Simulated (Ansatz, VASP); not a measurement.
## ZnSe in VASP and in Ansatz

File POSCAR:

```
ZnSe
1.0
    0.0000000000      2.7196274243      3.0595808523
    2.7196274243      0.0000000000      3.0595808523
    2.7196274243      2.7196274243      0.0000000000
Zn Se
1 1
Direct
    0.0000000000      0.0000000000      0.0000000000
    0.7500000000      0.7500000000      0.7500000000
```

Contents of INCAR.step1:

```
PREC     = Accurate       # precision mode
ENCUT    = 520            # plane-wave cutoff, eV
ISMEAR   = 0              # smearing method
SIGMA    = 0.05           # smearing width, eV
LREAL    = F              # projectors in reciprocal space
LASPH    = T              # aspherical terms in the spheres
NELM     = 80             # most SCF steps
NBANDS   = 16             # bands
GGA      = PE             # functional
ALGO     = Normal         # electronic algorithm
EDIFF    = 1E-4           # SCF threshold, eV
LWAVE    = T              # write WAVECAR
LCHARG   = F              # write CHGCAR
```

INCAR.step2

```
PREC     = Accurate       # precision mode
ENCUT    = 520            # plane-wave cutoff, eV
EDIFF    = 1E-6           # SCF threshold, eV
ISMEAR   = 0              # smearing method
SIGMA    = 0.05           # smearing width, eV
LREAL    = F              # projectors in reciprocal space
LASPH    = T              # aspherical terms in the spheres
NELM     = 80             # most SCF steps
ALGO     = Normal         # electronic algorithm
ISIF     = 2              # what is computed and relaxed
LWAVE    = F              # write WAVECAR
LCHARG   = F              # write CHGCAR
METAGGA  = R2SCAN         # meta-GGA
LMIXTAU  = T            
NBANDS   = 16             # bands
ISTART   = 1
```

File KPOINTS:

```
Automatic mesh
0
Gamma
  8 8 8
```

Input for Ansatz:

```yaml
crystal:
  lattice:
    - [0.0, 2.7196274243, 3.0595808523]
    - [2.7196274243, 0.0, 3.0595808523]
    - [2.7196274243, 2.7196274243, 0.0]
  atoms:
    - { symbol: Zn, position: [0.0, 0.0, 0.0] }
    - { symbol: Se, position: [0.75, 0.75, 0.75] }
basis:
  ecutwfc: 500
kpoints:
  mp_grid: { grid: [8, 8, 8] }
hamiltonian:
  xc: r2scan
scf:
  occupations: { method: gaussian, width: 0.05 }
output:
  forces: true
  stress: true
  eigenvalues: true
  write_density: true
  write_potential: true
  elf: true
  volumetric_format: npy
```

Change from the starting cell: strain -0.040 along x and y, +0.080 along z, atoms carried along.

Alike in both runs: task single point; functional r2SCAN; k mesh 8 × 8 × 8; occupations gaussian, width 0.05 eV; no spin polarisation.

|  | VASP | Ansatz |
| --- | --- | --- |
| version | VASP 6.6.1 | Ansatz 0.2.0 |
| potentials or method | VASP PAW PBE potentials, release 64 (Zn, Se), cutoff 520 eV | scalar-relativistic, plane waves, PAW |
| valence electrons in the cell | 18 | 28 |

Ansatz gave:

| Item | Value |
| --- | --- |
| gap on the k mesh at the Fermi level (eV) | 1.64 |
| least direct gap on the mesh (eV) | 1.64 |
| pressure (GPa) | 0.0 |
| traceless stress, the component that is largest in VASP (GPa) | -3.67 |

Task: What did VASP give for the same quantities?

Result: gap on the k mesh at the Fermi level (eV): 1.64; least direct gap on the mesh (eV): 1.64; pressure (GPa): 0.1; traceless stress, the component that is largest in VASP (GPa): -3.65.

VASP's potentials were made for PBE, not for r2SCAN. The functional is the same, so the differences come from potentials, cutoffs and numerics. VASP's potentials hold 18 valence electrons a cell and Ansatz's 28, so a difference there can come from the potentials and not from the codes.
